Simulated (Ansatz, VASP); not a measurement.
Two plane-wave programs on BF

```
CELL_PARAMETERS angstrom
2.23716 0.00000 0.00000
-1.11858 1.93744 0.00000
0.00000 0.00000 3.43176
ATOMIC_POSITIONS crystal
B 0.00000 0.00000 0.50000
F 0.66667 0.33333 0.00000
```

Change from the starting cell: species swapped into the TbSm type (P-6m2, No. 187).

Alike in both runs: functional PBE; k mesh 8 × 8 × 5; occupations gaussian, width 0.2 eV; no spin polarisation.

Ansatz relaxed the structure, and its values are those at the end. VASP's run is a single point on that final structure, the one shown.

|  | VASP | Ansatz |
| --- | --- | --- |
| version | VASP 6.6.1 | Ansatz 0.2.0 |
| potentials or method | VASP PAW PBE potentials, release 64 (B, F), cutoff 600 eV | scalar-relativistic, plane waves, PAW |
| valence electrons in the cell | 10 | 10 |

VASP gave:

* gap on the k mesh at the Fermi level (eV): 1.00
* least direct gap on the mesh (eV): 1.57
* pressure (GPa): -0.6

Estimate Ansatz's values.

gap on the k mesh at the Fermi level (eV): 1.00; least direct gap on the mesh (eV): 1.57; pressure (GPa): 0.0.
